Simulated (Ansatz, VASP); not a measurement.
## Sb3Se: VASP beside Ansatz

```
Sb Se
1.0
     1.87682   -2.87084    0.00000
     1.87682    2.87084    0.00000
     0.00000    0.00000    9.68826
Sb Se
3 1
Direct
  0.50000 0.50000 0.77093
  0.00000 0.00000 0.50000
  0.50000 0.50000 0.22907
  0.00000 0.00000 0.00000
```

Change from the starting cell: species swapped into the Nb3Au type (Cmmm, No. 65).

Alike in both runs: functional PBE; k mesh 16 × 16 × 6; occupations gaussian, width 0.1 eV; no spin polarisation.

Ansatz relaxed the structure, and its values are those at the end. VASP's run is a single point on that final structure, the one shown.

```csv
,VASP,Ansatz
version,VASP 6.6.1,Ansatz 0.2.0
potentials or method,"VASP PAW PBE potentials, release 64 (Sb, Se), cutoff 520 eV","scalar-relativistic, plane waves, PAW"
valence electrons in the cell,21,61
```

VASP gave:

```
gap on the k mesh at the Fermi level (eV) : none
pressure (GPa)                            : -0.1
```

Task: Which values does Ansatz return?

Result: gap on the k mesh at the Fermi level (eV): none; pressure (GPa): 0.0.

A gap of «none» marks a metal or a gap that the smearing closes. VASP's potentials hold 21 valence electrons a cell and Ansatz's 61, so a difference there can come from the potentials and not from the codes.

Spin-orbit coupling is off throughout.
